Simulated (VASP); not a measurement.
# KCdCO3F (P1) in VASP: notebook

KCdCO3F is run at these levels: PBE; tasks: single point.

All numbers are computed with VASP 6.6.1; they aren't measurements. Logs are shortened: lines on timing, memory, paths and dates and some standing lists are left out, and cuts for length are marked.

**1. The cell of the first run**

The typed cell holds 14 atoms: a = 5.238 Å, b = 5.238 Å, c = 9.023 Å, α = 90.00°, β = 90.00°, γ = 120.00°.

**2. Single point, PBE**

INCAR

```
SYSTEM = KCdCO3F
PREC     = Accurate       ! precision mode
ENCUT    = 520            ! plane-wave cutoff, eV
EDIFF    = 1E-6           ! SCF threshold, eV
ISMEAR   = -1             ! smearing method
SIGMA    = 0.002          ! smearing width, eV
LREAL    = .False.        ! projectors in reciprocal space
LASPH    = .True.         ! aspherical terms in the spheres
NELM     = 100            ! most SCF steps
ALGO     = Normal         ! electronic algorithm
ISIF     = 2              ! what is computed and relaxed
LWAVE    = .False.        ! write WAVECAR
LCHARG   = .False.        ! write CHGCAR
GGA      = PE             ! functional
NBANDS   = 63             ! bands
```

KPOINTS

```
regular mesh
0
Gamma
  2 2 1
  0 0 0
```

POSCAR

```
KCdCO3F
1.0
    5.2375980000      0.0000000000      0.0000000000
   -2.6187990000      4.5358930000      0.0000000000
    0.0000000000      0.0000000000      9.0229200000
K Cd C O F
2 2 2 6 2
Direct
    0.6860511814      0.2851919126      0.4946846475
    0.7355868992      0.4906861780      0.0031586227
   -0.0132490044      0.0135585209      0.2418729192
   -0.0428765346     -0.0440927509      0.7699724701
    0.3416739009      0.6374488993      0.2410638685
    0.3487334215      0.6721498942      0.7651181657
    0.3472569431      0.8336616406      0.1651017631
    0.5491135292      0.5842509953      0.2618331981
    0.0727952614      0.4382819436      0.2767729294
    0.1441374309      0.6884201193      0.8305071972
    0.3432670750      0.4082768266      0.7477401994
    0.5500190252      0.8980370569      0.6878482797
   -0.0173456165     -0.1028904341      0.4906172281
   -0.0367719303      0.0097004052      0.0068381411
```

Potentials or basis: VASP PAW PBE potentials, release 64 (K_sv, Cd, C, O, F).

Command:

```sh
> cat potpaw_PBE.64/K_sv/POTCAR potpaw_PBE.64/Cd/POTCAR potpaw_PBE.64/C/POTCAR potpaw_PBE.64/O/POTCAR potpaw_PBE.64/F/POTCAR > POTCAR
> mpirun -np 1 vasp_std > vasp.out
```

OUTCAR:

```text
SYSTEM = KCdCO3F
   PREC = Accurate
   ENCUT = 520
   EDIFF = 1E-6
   ISMEAR = -1
   LREAL = .False.
   LASPH = .True.
   NELM = 100
   ISIF = 2
   GGA = PE

 ion  position               nearest neighbor table
   1  0.686  0.285  0.495-  12 2.49   9 2.64  13 2.78   3 3.46   4 3.69
   2  0.736  0.491  0.003-  14 2.36  10 2.42   8 2.67   4 2.98   3 3.20
   3  0.987  0.014  0.242-   9 2.06  14 2.12   8 2.28  13 2.32   7 2.59   5 2.84   2 3.20   1 3.46

   4  0.957  0.956  0.770-  12 2.13  10 2.14  14 2.15  11 2.23  13 2.55   6 2.76   2 2.98   1 3.69

   5  0.342  0.637  0.241-   7 1.22   8 1.26   9 1.31   3 2.84
   6  0.349  0.672  0.765-  10 1.26  12 1.32  11 1.38   4 2.76
   7  0.347  0.834  0.165-   5 1.22   3 2.59
   8  0.549  0.584  0.262-   5 1.26   3 2.28   2 2.67
   9  0.073  0.438  0.277-   5 1.31   3 2.06   1 2.64
  10  0.144  0.688  0.831-   6 1.26   4 2.14   2 2.42
  11  0.343  0.408  0.748-   6 1.38   4 2.23
  12  0.550  0.898  0.688-   6 1.32   4 2.13   1 2.49
  13  0.983  0.897  0.491-   3 2.32   4 2.55   1 2.78
  14  0.963  0.010  0.007-   3 2.12   4 2.15   2 2.36

  LATTYP: Found a hexagonal cell.
 ALAT       =     5.2375980000
 C/A-ratio  =     1.7227209878

  Lattice vectors:

 A1 = (   5.2375980000,   0.0000000000,   0.0000000000)
 A2 = (  -2.6187990000,   4.5358930000,   0.0000000000)
 A3 = (   0.0000000000,   0.0000000000,   9.0229200000)

Analysis of symmetry for initial positions (statically):
=====================================================================
 Subroutine PRICEL returns:
 Original cell was already a primitive cell.

 Routine SETGRP: Setting up the symmetry group for a
 hexagonal supercell.

 Subroutine GETGRP returns: Found  1 space group operations
 (whereof  1 operations were pure point group operations)
 out of a pool of 24 trial point group operations.

The static configuration has the point symmetry C_1 .

Analysis of symmetry for dynamics (positions and initial velocities):
=====================================================================
 Subroutine PRICEL returns:
 Original cell was already a primitive cell.

 Routine SETGRP: Setting up the symmetry group for a
 hexagonal supercell.

 Subroutine GETGRP returns: Found  1 space group operations
 (whereof  1 operations were pure point group operations)
 out of a pool of 24 trial point group operations.

The dynamic configuration has the point symmetry C_1 .

 Subroutine INISYM returns: Found  1 space group operations
 (whereof  1 operations are pure point group operations),
 and found     1 'primitive' translations

----------------------------------------------------------------------------------------

                                     Primitive cell

  volume of cell :     214.3592

  direct lattice vectors                    reciprocal lattice vectors
     5.237598000  0.000000000  0.000000000     0.190927215  0.110231877  0.000000000
    -2.618799000  4.535893000  0.000000000     0.000000000  0.220463754  0.000000000
     0.000000000  0.000000000  9.022920000     0.000000000  0.000000000  0.110828867

  length of vectors
     5.237598000  5.237598067  9.022920000     0.220463757  0.220463754  0.110828867

  position of ions in fractional coordinates (direct lattice)
     0.686051181  0.285191913  0.494684648
     0.735586899  0.490686178  0.003158623
     0.986750996  0.013558521  0.241872919
     0.957123465  0.955907249  0.769972470
     0.341673901  0.637448899  0.241063868
     0.348733422  0.672149894  0.765118166
     0.347256943  0.833661641  0.165101763
     0.549113529  0.584250995  0.261833198
     0.072795261  0.438281944  0.276772929
     0.144137431  0.688420119  0.830507197
     0.343267075  0.408276827  0.747740199
     0.550019025  0.898037057  0.687848280
     0.982654383  0.897109566  0.490617228
     0.963228070  0.009700405  0.006838141

  ion indices of the primitive-cell ions
   primitive index   ion index
                 1           1
                 2           2
                 3           3
                 4           4
                 5           5
                 6           6
                 7           7
                 8           8
                 9           9
                10          10
                11          11
                12          12
                13          13
                14          14

----------------------------------------------------------------------------------------

 KPOINTS: regular mesh

Automatic generation of k-mesh.
 Grid dimensions read from file:
 generate k-points for:    2    2    1

 Generating k-lattice:

  Cartesian coordinates                     Fractional coordinates (reciprocal lattice)
     0.095463608  0.055115939  0.000000000     0.500000000 -0.000000000  0.000000000
     0.000000000  0.110231877  0.000000000     0.000000000  0.500000000  0.000000000
     0.000000000  0.000000000  0.110828867     0.000000000  0.000000000  1.000000000

  Length of vectors
     0.110231879  0.110231877  0.110828867

  Shift w.r.t. Gamma in fractional coordinates (k-lattice)
     0.000000000  0.000000000  0.000000000

 Subroutine IBZKPT returns following result:
 ===========================================

 Found      4 irreducible k-points:

 Following reciprocal coordinates:
            Coordinates               Weight
  0.000000  0.000000  0.000000      1.000000
  0.500000  0.000000  0.000000      1.000000
  0.000000  0.500000  0.000000      1.000000
  0.500000  0.500000  0.000000      1.000000
   k-points           NKPTS =      4   k-points in BZ     NKDIM =      4   number of bands    NBANDS=     63
   number of dos      NEDOS =    301   number of ions     NIONS =     14
   total plane-waves  NPLWV = 112000
   dimension x,y,z NGX =    40 NGY =   40 NGZ =   70
   dimension x,y,z NGXF=    80 NGYF=   80 NGZF=  140
   ions per type =               2   2   2   6   2
   NGX,Y,Z   is equivalent  to a cutoff of  12.70, 12.70, 12.90 a.u.
   NGXF,Y,Z  is equivalent  to a cutoff of  25.39, 25.39, 25.79 a.u.
 SYSTEM =  KCdCO3F
   PREC   = accura    normal or accurate (medium, high low for compatibility)
   ISTART =      0    job   : 0-new  1-cont  2-samecut
   ICHARG =      2    charge: 1-file 2-atom 10-const
   ISPIN  =      1    spin polarized calculation?
   LNONCOLLINEAR =      F non collinear calculations
   LSORBIT =      F    spin-orbit coupling
   LASPH  =      T    aspherical Exc in radial PAW
   ENCUT  =  520.0 eV  38.22 Ry    6.18 a.u.   9.74  9.74 16.78*2*pi/ulx,y,z
   NELM   =    100;   NELMIN=  2; NELMDL= -5     # of ELM steps
   EDIFF  = 0.1E-05   stopping-criterion for ELM
   LREAL  =      F    real-space projection
   EDIFFG = 0.1E-04   stopping-criterion for IOM
   NSW    =      0    number of steps for IOM
   IBRION =     -1    ionic relax: 0-MD 1-quasi-New 2-CG
   NFREE  =      0    steps in history (QN), initial steepest desc. (CG)
   ISIF   =      2    stress and relaxation
   ISYM   =      2    0-nonsym 1-usesym 2-fastsym
   POTIM  = 0.5000    time-step for ionic-motion
   TEBEG  =    0.0;   TEEND  =   0.0 temperature during run
   PSTRESS=    0.0 pullay stress
   NELECT =     100.0000    total number of electrons
   NUPDOWN=      -1.0000    fix difference up-down
   EMIN   =  10.00;   EMAX   =-10.00  energy-range for DOS
   EFERMI =   0.00;   METHOD = LEGACY
   ISMEAR =    -1;   SIGMA  =   0.00  broadening in eV -4-tet -1-fermi 0-gaus
   EFERMI_NEDOS =   21; number of points for ismear=-14 and -15
   IALGO  =     38    algorithm
   IMIX   =      4    mixing-type and parameters
     AMIX     =   0.40;   BMIX     =  1.00
     AMIX_MAG =   1.60;   BMIX_MAG =  1.00
  volume/ion in A,a.u.               =      15.31       103.33
  Fermi-wavevector in a.u.,A,eV,Ry     =   1.269680  2.399347 21.933765  1.612086
  Thomas-Fermi vector in A             =   2.402708
   LORBIT       =      0    0 simple, 1 ext, 2 COOP (PROOUT), +10 PAW based schemes
   GGA     = PE    functional components
   LHFCALC =     F    Hartree Fock is set to
   AEXX    =    0.0000 exact exchange contribution
   IVDW    =     0    specifies the selected vdW correction
   LEPSILON=     F    determine dielectric tensor
   LRPA    =     F    only Hartree local field effects (RPA)
 non-spin polarized calculation
  energy-cutoff  :      520.00
  volume of cell :      214.36
 maximum number of plane-waves:      5806
 NGX is ok and might be reduce to    40
   NGX = 19   NGY = 19   NGZ = 33

 number of electron     100.0000000 magnetization

 number of electron      99.9999989 magnetization

 Free energy of the ion-electron system (eV)
  ---------------------------------------------------
  ext. energy  EPLUGINS =         0.00000000
  ---------------------------------------------------
  free energy    TOTEN  =       -77.25829567 eV

  energy without entropy =      -77.25829567  energy(sigma->0) =      -77.25829567

 E-fermi :   0.0084     XC(G=0):  -8.9183

 val. band max:       -0.1189989388   @ k =   0.5000   0.5000   0.0000
 cond. band min:       2.3382549726   @ k =   0.0000   0.0000   0.0000
 fundamental gap:      2.4572539114
 Fermi energy:         0.0084401780

 k-point     1 :       0.0000    0.0000    0.0000
  band No.  band energies     occupation
      1     -28.4869      2.00000
      2     -28.1844      2.00000
      3     -22.5406      2.00000
      4     -22.3989      2.00000
      5     -22.3000      2.00000
      6     -20.6229      2.00000
[... 54 lines left out ...]
     61       8.7465      0.00000
     62       8.8412      0.00000

 k-point     2 :       0.5000    0.0000    0.0000
  band No.  band energies     occupation
      1     -28.4847      2.00000
      2     -28.1831      2.00000
      3     -22.4998      2.00000
      4     -22.3954      2.00000
      5     -22.2919      2.00000
      6     -20.6298      2.00000
[... 54 lines left out ...]
     61       8.6061      0.00000
     62       8.9886      0.00000

 k-point     3 :       0.0000    0.5000    0.0000
  band No.  band energies     occupation
      1     -28.4837      2.00000
      2     -28.1827      2.00000
      3     -22.5045      2.00000
      4     -22.3987      2.00000
      5     -22.3038      2.00000
      6     -20.6314      2.00000
[... 54 lines left out ...]
     61       8.2619      0.00000
     62       8.7284      0.00000

 k-point     4 :       0.5000    0.5000    0.0000
  band No.  band energies     occupation
      1     -28.4841      2.00000
      2     -28.1829      2.00000
      3     -22.5096      2.00000
      4     -22.3879      2.00000
      5     -22.2978      2.00000
      6     -20.6311      2.00000
[... 54 lines left out ...]
     61       8.5322      0.00000
     62       8.6638      0.00000
 [bands above 62 left out]

------------------------ aborting loop because EDIFF is reached ----------------------------------------

  FORCE on cell =-STRESS in cart. coord.  units (eV):
  Direction    XX          YY          ZZ          XY          YZ          ZX
  --------------------------------------------------------------------------------------
  -------------------------------------------------------------------------------------
  Total        7.3486372      9.8829357      7.5587776      0.4308008     -4.9152818     -1.0067807
  in kB       54.9256646     73.8676842     56.4963098      3.2199198    -36.7381208     -7.5249463
  external PRESSURE =      61.7632195 kB  Pullay stress =       0.0000000 kB

 VOLUME and BASIS-vectors are now :
 -----------------------------------------------------------------------------
  energy-cutoff  :      520.00
  volume of cell :      214.36
      direct lattice vectors                 reciprocal lattice vectors
     5.237598000  0.000000000  0.000000000     0.190927215  0.110231877  0.000000000
    -2.618799000  4.535893000  0.000000000     0.000000000  0.220463754  0.000000000
     0.000000000  0.000000000  9.022920000     0.000000000  0.000000000  0.110828867

 POSITION                                       TOTAL-FORCE (eV/Angst)
 -----------------------------------------------------------------------------------
      2.84640      1.29360      4.46350        -0.428458      0.473721     -0.221738
      2.56770      2.22570      0.02850        -0.128184     -1.998998      0.776336
      5.13270      0.06150      2.18240         0.971331     -1.491360      1.287115
      2.50970      4.33589      6.94740         0.490002      1.218588     -1.814849
      0.12020      2.89140      2.17510        -1.379677     -2.750565     -0.313975
      0.06630      3.04880      6.90360         1.097893     -1.971161     -2.809252
     -0.36440      3.78140      1.48970        -0.730827      4.992009     -1.603205
      1.34600      2.65010      2.36250         2.061601      0.105969      0.615667
     -0.76650      1.98800      2.49730        -1.016142     -0.914905      1.491117
     -1.04790      3.12260      7.49360         0.282480     -0.682718      0.235619
      0.72870      1.85190      6.74680        -0.753652      2.658812      0.894485
      0.52900      4.07340      6.20640        -0.346750     -0.704940      1.521642
      2.79740      4.06919      4.42680         0.290468      0.266810      0.228010
      5.01960      0.04400      0.06170        -0.410085      0.798738     -0.286973
 -----------------------------------------------------------------------------------
    total drift:                               -0.000056     -0.000691     -0.001503

  FREE ENERGIE OF THE ION-ELECTRON SYSTEM (eV)
  ---------------------------------------------------
  free  energy   TOTEN  =       -77.2582956696 eV

  energy  without entropy=      -77.2582956696  energy(sigma->0) =      -77.25829567
```

Run time: 60 s. Hardware: 1 thread of Intel Xeon Platinum 8488C (Sapphire Rapids), shared host; peak memory 0.35 GiB.

What came out:

| Quantity | Value |
| --- | --- |
| Free energy | -77.2583 eV |
| Pressure | 6.2 GPa |
| Largest force | 5.294 eV/Å |
| Band gap on the k mesh | 2.46 eV, indirect (least direct gap 2.57 eV) |

Forces on the atoms (eV/Å):
```
K   -0.428  0.474 -0.222
K   -0.128 -1.999  0.776
Cd   0.971 -1.491  1.287
Cd   0.490  1.219 -1.815
C   -1.380 -2.751 -0.314
C    1.098 -1.971 -2.809
O   -0.731  4.992 -1.603
O    2.062  0.106  0.616
O   -1.016 -0.915  1.491
O    0.282 -0.683  0.236
O   -0.754  2.659  0.894
O   -0.347 -0.705  1.522
F    0.290  0.267  0.228
F   -0.410  0.799 -0.287
```

Caveat: the k points lie up to 0.70 Å⁻¹ apart; forces of over 1 eV/Å act on the atoms, so gaps and moduli don't describe the material at rest. A k mesh can miss the band edges.

(Continued in part 2 of 3.)
